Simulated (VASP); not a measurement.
Crystal: KI.

```
K I
1.0
     0.00000    3.54429    3.54429
     3.54429    0.00000    3.54429
     3.54429    3.54429    0.00000
K I
1 1
Cartesian
  0.0000 0.0000 0.0000
  3.5443 3.5443 3.5443
```

Base run:

```yaml
Program: VASP 6.6.1
Functional: PBE
Potentials_or_basis: VASP PAW PBE potentials, release 64 (K_sv, I)
Cutoff: 520 eV
k_mesh: 4 × 4 × 4
Occupations: gaussian, width 0.01 eV
Spin: no spin polarisation
```

Its results: band gap on the k mesh 3.94 eV, direct; pressure 0.5 GPa.

Question: The run is repeated on the same cell with these changes: functional from PBE to HSE06. What comes out?

Answer: Band gap on the k mesh 4.93 eV, direct; pressure 0.3 GPa.

HSE06 gives the wider gap, since exact exchange removes part of the self-interaction.

Caveats: spin-orbit coupling is left out, which moves the levels of the heavy elements; the PAW data sets were made with another functional, which shifts forces and pressure a little (some runs).

